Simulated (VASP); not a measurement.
# Hg (Im-3m) in VASP: further runs

The runs below take Hg through relaxation of cell and atoms, single point, with RPBE.

Program: VASP 6.6.1. These are calculated values, not measurements. Logs are shortened: lines on timing, memory, paths and dates and some standing lists are left out, and cuts for length are marked.

### Step 1. The cell of the first run

Symmetry: Im-3m, No. 229, cubic system. Conventional cell: a = 3.587 Å, b = 3.587 Å, c = 3.587 Å, α = 90.00°, β = 90.00°, γ = 90.00°. Hg (site symmetry m-3m) has 14 Hg at 3.11 to 3.59 Å within 4.1 Å.

### Step 2. Relaxation of cell and atoms, RPBE

The input, INCAR:

```
SYSTEM = Hg
ALGO = Normal ; EDIFF = 1E-6
EDIFFG = -0.01 ; ENCUT = 600
GGA = RP ; IBRION = 2
ISIF = 3 ; ISMEAR = -1
LASPH = .True. ; LCHARG = .False.
LREAL = .False. ; LWAVE = .False.
NELM = 100 ; NSW = 80
PREC = Accurate ; SIGMA = 0.1
```

The input, KPOINTS:

```
k-points
0
Gamma
  12 12 12
  0 0 0
```

The input, POSCAR:

```
Hg
1.0
   -1.7934065524      1.7934065524      1.7934065524
    1.7934065524     -1.7934065524      1.7934065524
    1.7934065524      1.7934065524     -1.7934065524
Hg
1
Direct
    0.0000000000      0.0000000000      0.0000000000
```

Potentials or basis: VASP PAW PBE potentials, release 64 (Hg).

Command:

```
$ cat potpaw_PBE.64/Hg/POTCAR > POTCAR
$ mpirun -np 1 vasp_std > vasp.out
```

OUTCAR:

```text
SYSTEM = Hg
   EDIFF = 1E-6
   EDIFFG = -0.01
   ENCUT = 600
   GGA = RP
   IBRION = 2
   ISIF = 3
   ISMEAR = -1
   LASPH = .True.
   LREAL = .False.
   NELM = 100
   NSW = 80
   PREC = Accurate

 ion  position               nearest neighbor table
   1  0.000  0.000  0.000-

  LATTYP: Found a body centered cubic cell.
 ALAT       =     3.5868131048

  Lattice vectors:

 A1 = (  -1.7934065524,   1.7934065524,   1.7934065524)
 A2 = (   1.7934065524,  -1.7934065524,   1.7934065524)
 A3 = (   1.7934065524,   1.7934065524,  -1.7934065524)

Analysis of symmetry for initial positions (statically):
=====================================================================
 Subroutine PRICEL returns:
 Original cell was already a primitive cell.

 Routine SETGRP: Setting up the symmetry group for a
 body centered cubic supercell.

 Subroutine GETGRP returns: Found 48 space group operations
 (whereof 48 operations were pure point group operations)
 out of a pool of 48 trial point group operations.

The static configuration has the point symmetry O_h .

Analysis of symmetry for dynamics (positions and initial velocities):
=====================================================================
 Subroutine PRICEL returns:
 Original cell was already a primitive cell.

 Routine SETGRP: Setting up the symmetry group for a
 body centered cubic supercell.

 Subroutine GETGRP returns: Found 48 space group operations
 (whereof 48 operations were pure point group operations)
 out of a pool of 48 trial point group operations.

The dynamic configuration has the point symmetry O_h .

 Subroutine INISYM returns: Found 48 space group operations
 (whereof 48 operations are pure point group operations),
 and found     1 'primitive' translations

----------------------------------------------------------------------------------------

                                     Primitive cell

  volume of cell :      23.0726

  direct lattice vectors                    reciprocal lattice vectors
    -1.793406552  1.793406552  1.793406552     0.000000000  0.278799026  0.278799026
     1.793406552 -1.793406552  1.793406552     0.278799026  0.000000000  0.278799026
     1.793406552  1.793406552 -1.793406552     0.278799026  0.278799026  0.000000000

  length of vectors
     3.106271267  3.106271267  3.106271267     0.394281364  0.394281364  0.394281364

  position of ions in fractional coordinates (direct lattice)
     0.000000000  0.000000000  0.000000000

  ion indices of the primitive-cell ions
   primitive index   ion index
                 1           1

----------------------------------------------------------------------------------------

 KPOINTS: k-points

Automatic generation of k-mesh.
 Grid dimensions read from file:
 generate k-points for:   12   12   12

 Generating k-lattice:

  Cartesian coordinates                     Fractional coordinates (reciprocal lattice)
     0.000000000  0.023233252  0.023233252     0.083333333  0.000000000  0.000000000
     0.023233252  0.000000000  0.023233252     0.000000000  0.083333333  0.000000000
     0.023233252  0.023233252  0.000000000     0.000000000  0.000000000  0.083333333

  Length of vectors
     0.032856780  0.032856780  0.032856780

  Shift w.r.t. Gamma in fractional coordinates (k-lattice)
     0.000000000  0.000000000  0.000000000

 Subroutine IBZKPT returns following result:
 ===========================================

 Found     72 irreducible k-points:

 Following reciprocal coordinates:
            Coordinates               Weight
  0.000000  0.000000  0.000000      1.000000
  0.083333  0.000000  0.000000     12.000000
  0.166667  0.000000  0.000000     12.000000
  0.250000  0.000000  0.000000     12.000000
  0.333333  0.000000  0.000000     12.000000
  0.416667  0.000000  0.000000     12.000000
[... 16 lines left out ...]
  0.333333  0.083333  0.083333     24.000000
  0.416667  0.083333  0.083333     12.000000
 [... further k-points ...]
   k-points           NKPTS =     72   k-points in BZ     NKDIM =     72   number of bands    NBANDS=     10
   number of dos      NEDOS =    301   number of ions     NIONS =      1
   total plane-waves  NPLWV =  21952
   dimension x,y,z NGX =    28 NGY =   28 NGZ =   28
   dimension x,y,z NGXF=    56 NGYF=   56 NGZF=   56
   ions per type =               1
   NGX,Y,Z   is equivalent  to a cutoff of  14.99, 14.99, 14.99 a.u.
   NGXF,Y,Z  is equivalent  to a cutoff of  29.97, 29.97, 29.97 a.u.
 SYSTEM =  Hg
   PREC   = accura    normal or accurate (medium, high low for compatibility)
   ISTART =      0    job   : 0-new  1-cont  2-samecut
   ICHARG =      2    charge: 1-file 2-atom 10-const
   ISPIN  =      1    spin polarized calculation?
   LNONCOLLINEAR =      F non collinear calculations
   LSORBIT =      F    spin-orbit coupling
   LASPH  =      T    aspherical Exc in radial PAW
   ENCUT  =  600.0 eV  44.10 Ry    6.64 a.u.   6.20  6.20  6.20*2*pi/ulx,y,z
   NELM   =    100;   NELMIN=  2; NELMDL= -5     # of ELM steps
   EDIFF  = 0.1E-05   stopping-criterion for ELM
   LREAL  =      F    real-space projection
   EDIFFG = -.1E-01   stopping-criterion for IOM
   NSW    =     80    number of steps for IOM
   IBRION =      2    ionic relax: 0-MD 1-quasi-New 2-CG
   NFREE  =      1    steps in history (QN), initial steepest desc. (CG)
   ISIF   =      3    stress and relaxation
   ISYM   =      2    0-nonsym 1-usesym 2-fastsym
   POTIM  = 0.5000    time-step for ionic-motion
   TEBEG  =    0.0;   TEEND  =   0.0 temperature during run
   PSTRESS=    0.0 pullay stress
   NELECT =      12.0000    total number of electrons
   NUPDOWN=      -1.0000    fix difference up-down
   EMIN   =  10.00;   EMAX   =-10.00  energy-range for DOS
   EFERMI =   0.00;   METHOD = LEGACY
   ISMEAR =    -1;   SIGMA  =   0.10  broadening in eV -4-tet -1-fermi 0-gaus
   EFERMI_NEDOS =   21; number of points for ismear=-14 and -15
   IALGO  =     38    algorithm
   IMIX   =      4    mixing-type and parameters
     AMIX     =   0.40;   BMIX     =  1.00
     AMIX_MAG =   1.60;   BMIX_MAG =  1.00
  volume/ion in A,a.u.               =      23.07       155.70
  Fermi-wavevector in a.u.,A,eV,Ry     =   1.316547  2.487914 23.582938  1.733297
  Thomas-Fermi vector in A             =   2.446652
   LORBIT       =      0    0 simple, 1 ext, 2 COOP (PROOUT), +10 PAW based schemes
   GGA     = RP    functional components
   LHFCALC =     F    Hartree Fock is set to
   AEXX    =    0.0000 exact exchange contribution
   IVDW    =     0    specifies the selected vdW correction
   LEPSILON=     F    determine dielectric tensor
   LRPA    =     F    only Hartree local field effects (RPA)
 conjugate gradient relaxation of ions
 non-spin polarized calculation
  energy-cutoff  :      600.00
  volume of cell :       23.07
 maximum number of plane-waves:       784
 NGX is ok and might be reduce to    28
   NGX = 13   NGY = 13   NGZ = 13

--------------------------------------- Ionic step        1  -------------------------------------------

 number of electron      11.9999999 magnetization

 Free energy of the ion-electron system (eV)
  ---------------------------------------------------
  ext. energy  EPLUGINS =         0.00000000
  ---------------------------------------------------
  free energy    TOTEN  =         0.37967936 eV

  energy without entropy =        0.38594237  energy(sigma->0) =        0.38281087

 E-fermi :   2.9959     XC(G=0): -10.8635

 val. band max:        2.8742234124   @ k =   0.5000   0.5000   0.1667
 cond. band min:       3.1750770592   @ k =   0.4167   0.0833   0.0000
 fundamental gap:      0.3008536468
 Fermi energy:         2.9959274726

 k-point     1 :       0.0000    0.0000    0.0000
  band No.  band energies     occupation
      1      -6.1286      2.00000
      2      -4.1626      2.00000
      3      -4.1626      2.00000
      4      -4.1626      2.00000
      5      -3.2320      2.00000
      6      -3.2320      2.00000
      7      18.3434      0.00000
      8      18.3434      0.00000
      9      18.3434      0.00000
     10      19.7501      0.00000
[... 709 lines left out ...]
 k-point    24 :       0.4167    0.0833    0.0833
  band No.  band energies     occupation
      1      -6.1328      2.00000
      2      -6.1285      2.00000
      3      -5.6804      2.00000
      4      -5.6602      2.00000
      5      -5.5183      2.00000
      6      -1.8603      2.00000
      7       0.7651      0.01517
      8       5.7925      0.00000
      9       7.2043      0.00000
     10      12.9092      0.00000

 [... further k-points ...]

[... ionic steps 4 to 12 ...]

--------------------------------------- Ionic step       13  -------------------------------------------

 number of electron      12.0000010 magnetization

------------------------ aborting loop because EDIFF is reached ----------------------------------------

  FORCE on cell =-STRESS in cart. coord.  units (eV):
  Direction    XX          YY          ZZ          XY          YZ          ZX
  --------------------------------------------------------------------------------------
  -------------------------------------------------------------------------------------
  Total        0.0304767      0.0304767      0.0304767      0.0000000     -0.0000000     -0.0000000
  in kB        0.5707831      0.5707831      0.5707831      0.0000000     -0.0000000     -0.0000000
  external PRESSURE =       0.5707831 kB  Pullay stress =       0.0000000 kB
[... 55 lines left out ...]
  energy  without entropy=        0.0308593666  energy(sigma->0) =        0.03085937

--------------------------------------- Ionic step       15  -------------------------------------------

 number of electron      12.0000014 magnetization

 Free energy of the ion-electron system (eV)
  ---------------------------------------------------
  ext. energy  EPLUGINS =         0.00000000
  ---------------------------------------------------
  free energy    TOTEN  =         0.03082112 eV

  energy without entropy =        0.03082112  energy(sigma->0) =        0.03082112

 E-fermi :  -2.4040     XC(G=0):  -4.8625

 val. band max:       -4.2718183395   @ k =   0.5000   0.5000   0.5000
 cond. band min:      -0.5111413231   @ k =   0.5000   0.0000   0.0000
 fundamental gap:      3.7606770163
 Fermi energy:        -2.4039870217

 k-point     1 :       0.0000    0.0000    0.0000
  band No.  band energies     occupation
      1      -7.9874      2.00000
      2      -7.9874      2.00000
      3      -7.9874      2.00000
      4      -7.9477      2.00000
      5      -7.9477      2.00000
      6      -5.7092      2.00000
      7       3.5862      0.00000
      8       3.5862      0.00000
      9       3.5863      0.00000
     10       4.4174      0.00000
[... 327 lines left out ...]
  FREE ENERGIE OF THE ION-ELECTRON SYSTEM (eV)
  ---------------------------------------------------
  free  energy   TOTEN  =         0.0308211173 eV

  energy  without entropy=        0.0308211189  energy(sigma->0) =        0.03082112

 reached required accuracy - stopping structural energy minimisation
```

Wall time 2.2 min (1 thread of AMD EPYC 9R45 (Zen 5), shared host); peak memory 0.15 GiB.

What came out:

```yaml
Free_energy: 0.0308 eV
Relaxed_volume: 87.37 Å³/atom
Relaxed_cell: a = 4.842 Å, b = 4.842 Å, c = 4.842 Å, α = 109.47°, β = 109.47°, γ = 109.47°
Space_group_after_relaxing_to_0.05_Å: Im-3m (No. 229)
Energy_gained_by_relaxing: 348.9 meV/atom
Ionic_steps: 15
Pressure_after_relaxing: 0.0 GPa
Band_gap_on_the_k_mesh: 3.76 eV, indirect (least direct gap 4.30 eV)
```

Step by step:
```tsv
step	energy change (eV)	largest force (eV/Å)	pressure (GPa)	volume (Å³)
1	0.0000	0.0000	9.79	23.07
2	-0.1705	0.0000	2.82	28.11
3	-0.2128	0.0000	1.85	31.11
4	-0.2703	0.0000	1.14	37.74
5	-0.3303	0.0000	0.16	53.71
6	-0.3331	0.0000	0.05	58.12
7	-0.3338	0.0000	0.03	61.10
8	-0.3350	0.0000	0.05	67.36
9	-0.3455	0.0000	0.14	81.14
10	-0.1362	0.0000	-3.34	114.08
11	-0.3469	0.0000	0.12	82.82
12	-0.3458	0.0000	-0.23	91.77
13	-0.3485	0.0000	0.06	85.55
14	-0.3488	0.0000	-0.03	87.82
15	-0.3489	0.0000	0.00	87.37
```

Final structure:
```
CELL_PARAMETERS angstrom
-2.79533 2.79533 2.79533
2.79533 -2.79533 2.79533
2.79533 2.79533 -2.79533
ATOMIC_POSITIONS crystal
Hg 0.00000 0.00000 0.00000
```

Levels at points of the mesh, in eV from the valence-band top:
```tsv
k point	band 3	band 4	band 5	band 6	band 7	band 8	band 9	band 10
(0.00, 0.00, 0.00)	-3.72	-3.68	-3.68	-1.44	7.86	7.86	7.86	8.69
(0.50, 0.00, 0.00)	-3.68	-3.68	-3.65	-0.54	3.76	6.58	7.40	8.81
(0.50, 0.50, 0.50)	-3.65	-3.65	-3.65	0.00	5.21	5.21	5.21	8.20
```

Caveat: the volume moved by over 15 % at a fixed basis, so the end points are rough; the PAW data sets were made with another functional, which shifts forces and pressure a little; spin-orbit coupling is left out, which moves the levels of the heavy elements.

### Step 3. Single point, RPBE

This run uses another cell than the first one, of 103.13 Å³/atom, 4.470 times its volume.

The input, INCAR:

```
SYSTEM = Hg
PREC     = Accurate       ! precision mode
ENCUT    = 520            ! plane-wave cutoff, eV
EDIFF    = 1E-6           ! SCF threshold, eV
ISMEAR   = -1             ! smearing method
SIGMA    = 0.1            ! smearing width, eV
LREAL    = .False.        ! projectors in reciprocal space
LASPH    = .True.         ! aspherical terms in the spheres
NELM     = 80             ! most SCF steps
ALGO     = Normal         ! electronic algorithm
ISIF     = 2              ! what is computed and relaxed
LWAVE    = .False.        ! write WAVECAR
LCHARG   = .False.        ! write CHGCAR
GGA      = RP             ! functional
NBANDS   = 12             ! bands
```

The input, KPOINTS:

```
Automatic mesh
0
Gamma
  12 12 12
  0 0 0
```

The input, POSCAR:

```
Hg
1.0
   -2.9542092598      2.9542092598      2.9542092598
    2.9542092598     -2.9542092598      2.9542092598
    2.9542092598      2.9542092598     -2.9542092598
Hg
1
Direct
    0.0000000000      0.0000000000      0.0000000000
```

Potentials or basis: VASP PAW PBE potentials, release 64 (Hg).

Command:

```
$ cat potpaw_PBE.64/Hg/POTCAR > POTCAR
$ mpirun -np 1 vasp_std > vasp.out
```

It took 32 s on 1 thread of AMD EPYC 9R45 (Zen 5), shared host; peak memory 0.25 GiB.

Results (log left out):

```
Free energy            : -0.0351 eV
Pressure               : 0.0 GPa
Band gap on the k mesh : 4.05 eV, indirect (least direct gap 4.43 eV)
```

Levels at points of the mesh, in eV from the valence-band top:
```
           k point  band 3  band 4  band 5  band 6  band 7  band 8  band 9  band 10
(0.00, 0.00, 0.00)   -3.54   -3.52   -3.52   -1.03    7.50    7.50    7.50     7.93
(0.50, 0.00, 0.00)   -3.52   -3.52   -3.50   -0.38    4.05    6.46    7.14     8.40
(0.50, 0.50, 0.50)   -3.51   -3.51   -3.51    0.00    5.30    5.30    5.30     8.00
```

Caveat: the PAW data sets were made with another functional, which shifts forces and pressure a little; spin-orbit coupling is left out, which moves the levels of the heavy elements.
